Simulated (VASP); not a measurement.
Write the native input for VASP 6.6.1 that does the following.

```
Task                   : single point
Functional             : r2SCAN
Potentials or basis    : VASP PAW PBE potentials, release 64 (Pt)
Cutoff                 : 520 eV
k mesh                 : 12 × 12 × 12
Occupations            : fermi-dirac, width 0.05 eV
Spin                   : no spin polarisation
Dipole correction      : no
Further INCAR settings : ALGO = Normal; EDIFF = 1e-07; NBANDS = 11
```

The system is Pt.

```
CELL_PARAMETERS angstrom
0.00000 1.93440 1.93440
1.93440 0.00000 1.93440
1.93440 1.93440 0.00000
ATOMIC_POSITIONS crystal
Pt 0.00000 0.00000 0.00000
```

One way to write it, as run:

POSCAR

```
Pt
1.0
    0.0000000000      1.9343981026      1.9343981026
    1.9343981026      0.0000000000      1.9343981026
    1.9343981026      1.9343981026      0.0000000000
Pt
1
Direct
    0.0000000000      0.0000000000      0.0000000000
```

INCAR.step1

```
SYSTEM = Pt
ALGO = Normal
EDIFF = 1E-4
ENCUT = 520
GGA = PE
ISMEAR = -1
LASPH = .TRUE.
LCHARG = .FALSE.
LREAL = .FALSE.
LWAVE = .TRUE.
NBANDS = 11
NELM = 100
PREC = Accurate
SIGMA = 0.05
```

INCAR.step2

```
SYSTEM = Pt
ALGO = Normal
EDIFF = 1E-7
ENCUT = 520
ISIF = 2
ISMEAR = -1
ISTART = 1
LASPH = .TRUE.
LCHARG = .FALSE.
LMIXTAU = .TRUE.
LREAL = .FALSE.
LWAVE = .FALSE.
METAGGA = R2SCAN
NBANDS = 11
NELM = 100
PREC = Accurate
SIGMA = 0.05
```

KPOINTS

```
k-points
0
G
  12 12 12
  0 0 0
```

Potentials or basis: VASP PAW PBE potentials, release 64 (Pt).

Command:

```sh
$ cat potpaw_PBE.64/Pt/POTCAR > POTCAR
$ cp INCAR.step1 INCAR
$ mpirun -np 1 vasp_std > vasp.out
$ cp INCAR.step2 INCAR
$ mpirun -np 1 vasp_std > vasp.out
```

It gave:

```yaml
Pressure: 18.5 GPa
Band_gap_on_the_k_mesh: zero (band 5 reaches 12.41 eV, above the bottom of band 6 at 9.86 eV)
```

Caveat: the PAW data sets were made with another functional, which shifts forces and pressure a little; spin-orbit coupling is left out, which moves the levels of the heavy elements.

Run time: 68 s on 1 thread of Intel Xeon 8259CL (shared host), peak memory 0.14 GiB.
